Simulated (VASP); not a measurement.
# SnGeO2 (P4mm) in VASP: notebook

Runs on SnGeO2. Level: PBE. Tasks: single point.

Everything below comes from runs of VASP 6.6.1. Logs are shortened: lines on timing, memory, paths and dates and some standing lists are left out, and cuts for length are marked.

## (1) The cell of the first run

The structure is tetragonal, space group P4mm (No. 99). The conventional cell has a = 3.766 Å, b = 3.766 Å, c = 5.048 Å, α = 90.00°, β = 90.00°, γ = 90.00°. Within 3.0 Å of Sn (site symmetry 4mm) lie 4 O at 2.24 Å. Ge (site symmetry 4mm) has 4 O at 2.13 Å within 2.8 Å. Within 2.8 Å of O (site symmetry 2mm) lie 2 Ge at 2.13 Å and 2 Sn at 2.24 Å and 4 O at 2.66 Å.

## (2) Single point, PBE (17.90 Å³/atom)

Input file INCAR:

```
SYSTEM = SnGeO2
PREC     = Accurate       ! precision mode
ENCUT    = 1340           ! plane-wave cutoff, eV
EDIFF    = 1E-6           ! SCF threshold, eV
ISMEAR   = 0              ! smearing method
SIGMA    = 0.02           ! smearing width, eV
LREAL    = .FALSE.        ! projectors in reciprocal space
LASPH    = .TRUE.         ! aspherical terms in the spheres
NELM     = 120            ! most SCF steps
ALGO     = Normal         ! electronic algorithm
ISIF     = 2              ! what is computed and relaxed
LWAVE    = .FALSE.        ! write WAVECAR
LCHARG   = .TRUE.         ! write CHGCAR
GGA      = PE             ! functional
LELF     = .TRUE.         ! ELF
LVHAR    = .TRUE.       
NBANDS   = 28             ! bands
GGA_COMPAT= .FALSE.
```

Input file KPOINTS:

```
regular mesh
0
G
  8 8 6
  0 0 0
```

Input file POSCAR:

```
SnGeO2
1.0
    3.7661425935      0.0000000000      0.0000000000
    0.0000000000      3.7661425935      0.0000000000
    0.0000000000      0.0000000000      5.0475879646
Sn Ge O
1 1 2
Direct
    0.5000000000      0.5000000000      0.2285310278
    0.0000000000      0.0000000000      0.7926803079
    0.0000000000      0.5000000000      0.9893938322
    0.5000000000      0.0000000000      0.9893938322
```

Potentials or basis: VASP PAW PBE potentials, release 64 (Sn_d, Ge_d, O_h).

On the command line:

```sh
cat potpaw_PBE.64/Sn_d/POTCAR potpaw_PBE.64/Ge_d/POTCAR potpaw_PBE.64/O_h/POTCAR > POTCAR
mpirun -np 1 vasp_std > vasp.out
```

OUTCAR:

```text
SYSTEM = SnGeO2
   PREC = Accurate
   ENCUT = 1340
   EDIFF = 1E-6
   ISMEAR = 0
   LREAL = .FALSE.
   LASPH = .TRUE.
   NELM = 120
   ISIF = 2
   GGA = PE

 ion  position               nearest neighbor table
   1  0.500  0.500  0.229-   3 2.24   4 2.24   4 2.24   3 2.24
   2  0.000  0.000  0.793-   3 2.13   4 2.13   3 2.13   4 2.13
   3  0.000  0.500  0.989-   2 2.13   2 2.13   1 2.24   1 2.24
   4  0.500  0.000  0.989-   2 2.13   2 2.13   1 2.24   1 2.24

  LATTYP: Found a simple tetragonal cell.
 ALAT       =     3.7661425935
 C/A-ratio  =     1.3402540768

  Lattice vectors:

 A1 = (   3.7661425935,   0.0000000000,   0.0000000000)
 A2 = (   0.0000000000,   3.7661425935,   0.0000000000)
 A3 = (   0.0000000000,   0.0000000000,   5.0475879646)

Analysis of symmetry for initial positions (statically):
=====================================================================
 Subroutine PRICEL returns:
 Original cell was already a primitive cell.

 Routine SETGRP: Setting up the symmetry group for a
 simple tetragonal supercell.

 Subroutine GETGRP returns: Found  8 space group operations
 (whereof  8 operations were pure point group operations)
 out of a pool of 16 trial point group operations.

The static configuration has the point symmetry C_4v.

Analysis of symmetry for dynamics (positions and initial velocities):
=====================================================================
 Subroutine PRICEL returns:
 Original cell was already a primitive cell.

 Routine SETGRP: Setting up the symmetry group for a
 simple tetragonal supercell.

 Subroutine GETGRP returns: Found  8 space group operations
 (whereof  8 operations were pure point group operations)
 out of a pool of 16 trial point group operations.

The dynamic configuration has the point symmetry C_4v.

 Subroutine INISYM returns: Found  8 space group operations
 (whereof  8 operations are pure point group operations),
 and found     1 'primitive' translations

----------------------------------------------------------------------------------------

                                     Primitive cell

  volume of cell :      71.5941

  direct lattice vectors                    reciprocal lattice vectors
     3.766142594  0.000000000  0.000000000     0.265523669  0.000000000  0.000000000
     0.000000000  3.766142594  0.000000000     0.000000000  0.265523669  0.000000000
     0.000000000  0.000000000  5.047587965     0.000000000  0.000000000  0.198114428

  length of vectors
     3.766142594  3.766142594  5.047587965     0.265523669  0.265523669  0.198114428

  position of ions in fractional coordinates (direct lattice)
     0.500000000  0.500000000  0.228531028
     0.000000000  0.000000000  0.792680308
     0.000000000  0.500000000  0.989393832
     0.500000000  0.000000000  0.989393832

  ion indices of the primitive-cell ions
   primitive index   ion index
                 1           1
                 2           2
                 3           3
                 4           4

----------------------------------------------------------------------------------------

 KPOINTS: regular mesh

Automatic generation of k-mesh.
 Grid dimensions read from file:
 generate k-points for:    8    8    6

 Generating k-lattice:

  Cartesian coordinates                     Fractional coordinates (reciprocal lattice)
     0.033190459  0.000000000  0.000000000     0.125000000  0.000000000  0.000000000
     0.000000000  0.033190459  0.000000000     0.000000000  0.125000000  0.000000000
     0.000000000  0.000000000  0.033019071     0.000000000  0.000000000  0.166666667

  Length of vectors
     0.033190459  0.033190459  0.033019071

  Shift w.r.t. Gamma in fractional coordinates (k-lattice)
     0.000000000  0.000000000  0.000000000

 Subroutine IBZKPT returns following result:
 ===========================================

 Found     60 irreducible k-points:

 Following reciprocal coordinates:
            Coordinates               Weight
  0.000000  0.000000  0.000000      1.000000
  0.125000  0.000000  0.000000      4.000000
  0.250000  0.000000  0.000000      4.000000
  0.375000  0.000000  0.000000      4.000000
  0.500000  0.000000  0.000000      2.000000
  0.125000  0.125000  0.000000      4.000000
[... 16 lines left out ...]
  0.375000  0.125000  0.166667     16.000000
  0.500000  0.125000  0.166667      8.000000
 [... further k-points ...]
   k-points           NKPTS =     60   k-points in BZ     NKDIM =     60   number of bands    NBANDS=     28
   number of dos      NEDOS =    301   number of ions     NIONS =      4
   total plane-waves  NPLWV = 138240
   dimension x,y,z NGX =    48 NGY =   48 NGZ =   60
   dimension x,y,z NGXF=    96 NGYF=   96 NGZF=  120
   ions per type =               1   1   2
   NGX,Y,Z   is equivalent  to a cutoff of  21.19, 21.19, 19.76 a.u.
   NGXF,Y,Z  is equivalent  to a cutoff of  42.38, 42.38, 39.52 a.u.
 SYSTEM =  SnGeO2
[... 23 lines left out ...]
     AMIX_MAG =   1.60;   BMIX_MAG =  1.00
  volume/ion in A,a.u.               =      17.90       120.79
  Fermi-wavevector in a.u.,A,eV,Ry     =   1.348349  2.548010 24.736009  1.818045
  Thomas-Fermi vector in A             =   2.476025
   LORBIT       =      0    0 simple, 1 ext, 2 COOP (PROOUT), +10 PAW based schemes
   GGA     = PE    functional components
   LHFCALC =     F    Hartree Fock is set to
   AEXX    =    0.0000 exact exchange contribution
   IVDW    =     0    specifies the selected vdW correction
   LEPSILON=     F    determine dielectric tensor
   LRPA    =     F    only Hartree local field effects (RPA)
 non-spin polarized calculation
 Gauss-broadening in eV      SIGMA  =   0.02
  energy-cutoff  :     1340.00
  volume of cell :       71.59
 maximum number of plane-waves:      8010
 NGX is ok and might be reduce to    48
   NGX = 23   NGY = 23   NGZ = 31

 number of electron      40.0000000 magnetization

 Free energy of the ion-electron system (eV)
  ---------------------------------------------------
  ext. energy  EPLUGINS =         0.00000000
  ---------------------------------------------------
  free energy    TOTEN  =       -22.91733035 eV

  energy without entropy =      -22.91733035  energy(sigma->0) =      -22.91733035

 E-fermi :   5.0118     XC(G=0):  -9.7463

 val. band max:        4.8462661121   @ k =   0.1250   0.1250   0.0000
 cond. band min:       6.1782158487   @ k =   0.5000   0.5000   0.0000
 fundamental gap:      1.3319497366
 Fermi energy:         5.0118267966

 k-point     1 :       0.0000    0.0000    0.0000
  band No.  band energies     occupation
      1     -19.5913      2.00000
      2     -19.5261      2.00000
      3     -19.5146      2.00000
      4     -19.5146      2.00000
      5     -19.5004      2.00000
      6     -16.3252      2.00000
[... 20 lines left out ...]
     27      12.9176      0.00000
     28      13.5780      0.00000

 k-point     2 :       0.1250    0.0000    0.0000
  band No.  band energies     occupation
      1     -19.5882      2.00000
      2     -19.5266      2.00000
      3     -19.5180      2.00000
      4     -19.5145      2.00000
      5     -19.4990      2.00000
      6     -16.3164      2.00000
[... 20 lines left out ...]
     27      13.1527      0.00000
     28      14.5605      0.00000

 k-point     3 :       0.2500    0.0000    0.0000
  band No.  band energies     occupation
      1     -19.5804      2.00000
      2     -19.5279      2.00000
      3     -19.5261      2.00000
      4     -19.5143      2.00000
      5     -19.4964      2.00000
      6     -16.2953      2.00000
[... 20 lines left out ...]
     27      13.4402      0.00000
     28      15.9816      0.00000

 k-point     4 :       0.3750    0.0000    0.0000
  band No.  band energies     occupation
      1     -19.5712      2.00000
      2     -19.5353      2.00000
      3     -19.5291      2.00000
      4     -19.5140      2.00000
      5     -19.4938      2.00000
      6     -16.2725      2.00000
[... 578 lines left out ...]
     27      14.0309      0.00000
     28      15.6086      0.00000

 k-point    23 :       0.3750    0.1250    0.1667
  band No.  band energies     occupation
      1     -19.5681      2.00000
      2     -19.5353      2.00000
      3     -19.5297      2.00000
      4     -19.5164      2.00000
      5     -19.4933      2.00000
      6     -16.2667      2.00000
[... 20 lines left out ...]
     27      14.0260      0.00000
     28      14.7859      0.00000

 k-point    24 :       0.5000    0.1250    0.1667
  band No.  band energies     occupation
      1     -19.5631      2.00000
      2     -19.5402      2.00000
      3     -19.5302      2.00000
      4     -19.5162      2.00000
      5     -19.4923      2.00000
      6     -16.2569      2.00000
[... 20 lines left out ...]
     27      14.0206      0.00000
     28      14.4330      0.00000

 [... further k-points ...]

------------------------ aborting loop because EDIFF is reached ----------------------------------------

  FORCE on cell =-STRESS in cart. coord.  units (eV):
  Direction    XX          YY          ZZ          XY          YZ          ZX
  --------------------------------------------------------------------------------------
  -------------------------------------------------------------------------------------
  Total       -0.3474669     -0.3474669     -0.2942981      0.0000000      0.0000000      0.0000000
  in kB       -7.7758273     -7.7758273     -6.5859826      0.0000000      0.0000000      0.0000000
  external PRESSURE =      -7.3792124 kB  Pullay stress =       0.0000000 kB

 VOLUME and BASIS-vectors are now :
 -----------------------------------------------------------------------------
  energy-cutoff  :     1340.00
  volume of cell :       71.59
      direct lattice vectors                 reciprocal lattice vectors
     3.766142594  0.000000000  0.000000000     0.265523669  0.000000000  0.000000000
     0.000000000  3.766142594  0.000000000     0.000000000  0.265523669  0.000000000
     0.000000000  0.000000000  5.047587965     0.000000000  0.000000000  0.198114428

 POSITION                                       TOTAL-FORCE (eV/Angst)
 -----------------------------------------------------------------------------------
      1.88307      1.88307      1.15353         0.000000      0.000000      0.067251
      0.00000      0.00000      4.00112         0.000000      0.000000     -0.060158
      0.00000      1.88307      4.99405         0.000000      0.000000     -0.003546
      1.88307      0.00000      4.99405         0.000000      0.000000     -0.003546
 -----------------------------------------------------------------------------------
    total drift:                                0.000000     -0.000000     -0.000563

  FREE ENERGIE OF THE ION-ELECTRON SYSTEM (eV)
  ---------------------------------------------------
  free  energy   TOTEN  =       -22.9173303523 eV

  energy  without entropy=      -22.9173303523  energy(sigma->0) =      -22.91733035
```

It took 6.7 min on 1 thread of Intel Xeon Platinum 8375C at 2.90GHz (Ice Lake), shared host; peak memory 0.72 GiB.

What came out:

| Property | Result |
| --- | --- |
| Free energy | -22.9173 eV |
| Pressure | -0.7 GPa |
| Largest force | 0.067 eV/Å |
| Band gap on the k mesh | 1.33 eV (least direct gap 2.31 eV) |

Forces in eV/Å, atoms in the order of the input:
```
Sn   0.000  0.000  0.067
Ge   0.000  0.000 -0.060
O    0.000  0.000 -0.004
O    0.000  0.000 -0.004
```

Stress tensor (GPa, compression positive):
```
-0.78  0.00  0.00
 0.00 -0.78  0.00
 0.00  0.00 -0.66
```

Caveat: spin-orbit coupling is left out, which moves the levels of the heavy elements. A k mesh can miss the band edges.

## (3) Single point, PBE (16.38 Å³/atom)

This run uses another cell than the first one, of 16.38 Å³/atom.

Input file INCAR:

```
SYSTEM = SnGeO2
PREC = Accurate ; ENCUT = 1340
EDIFF = 1E-6 ; ISMEAR = 0
SIGMA = 0.02 ; LREAL = .FALSE.
LASPH = .TRUE. ; NELM = 120
ALGO = Normal ; ISIF = 2
LWAVE = .FALSE. ; LCHARG = .FALSE.
GGA = PE ; NBANDS = 28
GGA_COMPAT = .FALSE.
```

KPOINTS is that of step 2.

Input file POSCAR:

```
SnGeO2
1.0
    3.7338707731      0.0000000000      0.0000000000
    0.0000000000      3.7338707731      0.0000000000
    0.0000000000      0.0000000000      4.6992085266
Sn Ge O
1 1 2
Direct
    0.5000000000      0.5000000000      0.2465478921
    0.0000000000      0.0000000000      0.7780417807
    0.0000000000      0.5000000000      0.9877046636
    0.5000000000      0.0000000000      0.9877046636
```

Potentials or basis: VASP PAW PBE potentials, release 64 (Sn_d, Ge_d, O_h).

On the command line:

```sh
cat potpaw_PBE.64/Sn_d/POTCAR potpaw_PBE.64/Ge_d/POTCAR potpaw_PBE.64/O_h/POTCAR > POTCAR
mpirun -np 1 vasp_std > vasp.out
```

Run time: 5.1 min. Hardware: 1 thread of Intel Xeon Platinum 8375C at 2.90GHz (Ice Lake), shared host; peak memory 0.67 GiB.

It converged, with:

| Property | Result |
| --- | --- |
| Free energy | -22.9225 eV |
| Pressure | 1.1 GPa |
| Largest force | 0.070 eV/Å |
| Band gap on the k mesh | 0.83 eV (least direct gap 2.04 eV) |

Forces on the atoms (eV/Å):
```
Sn   0.000  0.000  0.070
Ge   0.000  0.000 -0.063
O    0.000  0.000 -0.004
O    0.000  0.000 -0.004
```

Stress tensor (GPa, compression positive):
```
1.08 0.00 0.00
0.00 1.08 0.00
0.00 0.00 0.99
```

Levels at points of the mesh, in eV from the valence-band top:
```tsv
k point	band 17	band 18	band 19	band 20	band 21	band 22	band 23	band 24
(0.00, 0.00, 0.00)	-2.98	-2.63	-2.63	-0.22	2.57	4.78	5.39	5.39
(0.50, 0.00, 0.00)	-4.48	-4.20	-2.19	-2.08	2.98	4.24	5.75	6.14
(0.50, 0.50, 0.00)	-2.03	-1.85	-1.77	-1.21	0.83	0.83	4.83	5.30
(0.00, 0.00, 0.50)	-3.06	-2.64	-2.64	-1.49	1.60	3.53	3.53	4.18
(0.50, 0.00, 0.50)	-4.82	-4.14	-1.25	-1.10	2.80	3.73	5.70	6.13
(0.50, 0.50, 0.50)	-2.56	-2.18	-2.02	-1.77	3.23	3.23	4.65	4.65
```

Caveat: spin-orbit coupling is left out, which moves the levels of the heavy elements. A k mesh can miss the band edges.

## (4) Single point, PBE

This run uses another cell than the first one, of 16.89 Å³/atom.

Input file INCAR:

```
SYSTEM = SnGeO2
  PREC = Accurate
  ENCUT = 1340
  EDIFF = 1E-6
  ISMEAR = 0
  SIGMA = 0.1
  LREAL = .False.
  LASPH = .True.
  NELM = 120
  ALGO = Normal
  ISIF = 2
  LWAVE = .False.
  LCHARG = .False.
  GGA = PE
  NBANDS = 28
  GGA_COMPAT = .False.
```

Input file KPOINTS:

```
Automatic mesh
0
Gamma
  4 4 4
  0 0 0
```

Input file POSCAR:

```
SnGeO2
1.0
    3.7482967000      0.0000000000      0.0000000000
    0.0000000000      3.7482967000      0.0000000000
    0.0000000000      0.0000000000      4.8073266000
Sn Ge O
1 1 2
Direct
    0.5000000000      0.5000000000      0.2405360000
    0.0000000000      0.0000000000      0.7829190000
    0.0000000000      0.5000000000      0.9882720000
    0.5000000000      0.0000000000      0.9882720000
```

On the command line:

```sh
cat potpaw_PBE.64/Sn_d/POTCAR potpaw_PBE.64/Ge_d/POTCAR potpaw_PBE.64/O_h/POTCAR > POTCAR
mpirun -np 1 vasp_std > vasp.out
```

Run time: 2.6 min. Hardware: 1 thread of Intel Xeon Platinum 8259CL at 2.50GHz (Skylake/Cascade Lake), shared host; peak memory 0.45 GiB.

Results (log left out):

* Free energy: -22.9212 eV
* Pressure: 0.3 GPa
* Largest force: 0.072 eV/Å
* Band gap on the k mesh: 1.17 eV (least direct gap 2.21 eV)

Forces on the atoms (eV/Å):
```
Sn   0.000  0.000  0.063
Ge   0.000  0.000 -0.072
O    0.000  0.000  0.005
O    0.000  0.000  0.005
```

Stress tensor (GPa, compression positive):
```
0.22 0.00 0.00
0.00 0.22 0.00
0.00 0.00 0.34
```

Levels at points of the mesh, in eV from the valence-band top:
| k point | band 17 | band 18 | band 19 | band 20 | band 21 | band 22 | band 23 | band 24 |
| --- | --- | --- | --- | --- | --- | --- | --- | --- |
| (0.00, 0.00, 0.00) | -2.75 | -2.42 | -2.42 | -0.05 | 2.62 | 4.72 | 5.67 | 5.67 |
| (0.50, 0.00, 0.00) | -4.24 | -3.97 | -1.90 | -1.81 | 3.08 | 4.31 | 5.76 | 6.32 |
| (0.50, 0.50, 0.00) | -1.82 | -1.65 | -1.57 | -1.04 | 1.17 | 1.17 | 4.99 | 5.49 |
| (0.00, 0.00, 0.50) | -2.82 | -2.43 | -2.43 | -1.28 | 1.73 | 3.85 | 3.85 | 4.37 |
| (0.50, 0.00, 0.50) | -4.58 | -3.92 | -1.04 | -0.92 | 2.89 | 3.80 | 5.94 | 6.34 |
| (0.50, 0.50, 0.50) | -2.27 | -1.89 | -1.81 | -1.57 | 3.47 | 3.47 | 4.63 | 4.63 |

Caveat: spin-orbit coupling is left out, which moves the levels of the heavy elements. A k mesh can miss the band edges.

## (5) Single point, PBE

This run uses another cell than the first one, of 16.89 Å³/atom.

Input file INCAR:

```
SYSTEM = SnGeO2
ALGO     = Normal         ! electronic algorithm
EDIFF    = 1E-6           ! SCF threshold, eV
ENCUT    = 1340           ! plane-wave cutoff, eV
GGA      = PE             ! functional
GGA_COMPAT= .FALSE.      
ISIF     = 2              ! what is computed and relaxed
ISMEAR   = 0              ! smearing method
LASPH    = .TRUE.         ! aspherical terms in the spheres
LCHARG   = .FALSE.        ! write CHGCAR
LREAL    = .FALSE.        ! projectors in reciprocal space
LWAVE    = .FALSE.        ! write WAVECAR
NBANDS   = 28             ! bands
NELM     = 120            ! most SCF steps
PREC     = Accurate       ! precision mode
SIGMA    = 0.02           ! smearing width, eV
```

Input file KPOINTS:

```
k-points
0
G
  8 8 6
  0 0 0
```

POSCAR is that of step 4.

On the command line:

```sh
cat potpaw_PBE.64/Sn_d/POTCAR potpaw_PBE.64/Ge_d/POTCAR potpaw_PBE.64/O_h/POTCAR > POTCAR
mpirun -np 1 vasp_std > vasp.out
```

Run time: 6.6 min. Hardware: 1 thread of Intel Xeon Platinum 8375C at 2.90GHz (Ice Lake), shared host; peak memory 0.69 GiB.

It converged, with:

| Item | Value |
| --- | --- |
| Free energy | -22.9283 eV |
| Pressure | 0.2 GPa |
| Largest force | 0.066 eV/Å |
| Band gap on the k mesh | 1.00 eV (least direct gap 2.21 eV) |

Forces in eV/Å, atoms in the order of the input:
```
Sn   0.000  0.000  0.066
Ge   0.000  0.000 -0.064
O    0.000  0.000 -0.001
O    0.000  0.000 -0.001
```

Levels at points of the mesh, in eV from the valence-band top:
```csv
k point,band 17,band 18,band 19,band 20,band 21,band 22,band 23,band 24
"(0.00, 0.00, 0.00)",-2.91,-2.58,-2.58,-0.21,2.46,4.56,5.50,5.50
"(0.50, 0.00, 0.00)",-4.40,-4.13,-2.07,-1.98,2.91,4.14,5.60,6.16
"(0.50, 0.50, 0.00)",-1.98,-1.81,-1.73,-1.21,1.00,1.00,4.83,5.32
"(0.00, 0.00, 0.50)",-2.98,-2.60,-2.60,-1.45,1.57,3.68,3.68,4.21
"(0.50, 0.00, 0.50)",-4.75,-4.09,-1.21,-1.08,2.73,3.63,5.77,6.18
"(0.50, 0.50, 0.50)",-2.43,-2.05,-1.98,-1.73,3.31,3.31,4.47,4.47
```

Caveat: spin-orbit coupling is left out, which moves the levels of the heavy elements.

## (6) The runs side by side

```csv
cell,k mesh,smearing,gap on the mesh (eV),pressure (GPa),largest force (eV/Å)
"a = 3.766, b = 3.766, c = 5.048 Å, 4 atoms, atomic positions A",8 × 8 × 6,gaussian 0.02 eV,1.33,-0.7,0.07
"a = 3.734, b = 3.734, c = 4.699 Å, 4 atoms, atomic positions B",8 × 8 × 6,gaussian 0.02 eV,0.83,1.1,0.07
"a = 3.748, b = 3.748, c = 4.807 Å, 4 atoms, atomic positions C",4 × 4 × 4,gaussian 0.1 eV,1.17,0.3,0.07
"a = 3.748, b = 3.748, c = 4.807 Å, 4 atoms, atomic positions C",8 × 8 × 6,gaussian 0.02 eV,1.00,0.2,0.07
```

Alike in all rows: task single point; level PBE; potentials or basis VASP PAW PBE potentials, release 64 (Sn_d, Ge_d, O_h); no spin polarisation; cutoff (eV) 1340.

Caveats: spin-orbit coupling is left out, which moves the levels of the heavy elements.

Absolute energies hang on the potentials; compare differences alone.
